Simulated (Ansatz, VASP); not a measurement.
**MnHg in VASP and in Ansatz**

```
CELL_PARAMETERS angstrom
3.25880 0.00000 0.00000
0.00000 3.25880 0.00000
0.00000 0.00000 3.25880
ATOMIC_POSITIONS crystal
Mn 0.50000 0.50000 0.50000
Hg 0.00000 0.00000 0.00000
```

Alike in both runs: task single point; functional PBE; k mesh 10 × 10 × 10; no spin polarisation.

```csv
,VASP,Ansatz
version,VASP 6.6.1,Ansatz 0.2.0
potentials or method,"VASP PAW PBE potentials, release 64 (Mn_pv, Hg)","PAW with Ansatz's default frozen-core files, scalar-relativistic"
plane-wave cutoff (eV),520,420
occupations,tetrahedron,tetrahedron-uncorrected
valence electrons in the cell,25,35
```

```csv
,VASP,Ansatz,Ansatz less VASP
gap on the k mesh at the Fermi level (eV),none,none,-
pressure (GPa),-10.7,-11.5,-0.76
```

A gap of «none» marks a metal or a gap that the smearing closes. VASP's potentials hold 25 valence electrons a cell and Ansatz's 35, so a difference there can come from the potentials and not from the codes. Ansatz's warnings: band table not solved further.

Spin-orbit coupling is off throughout.
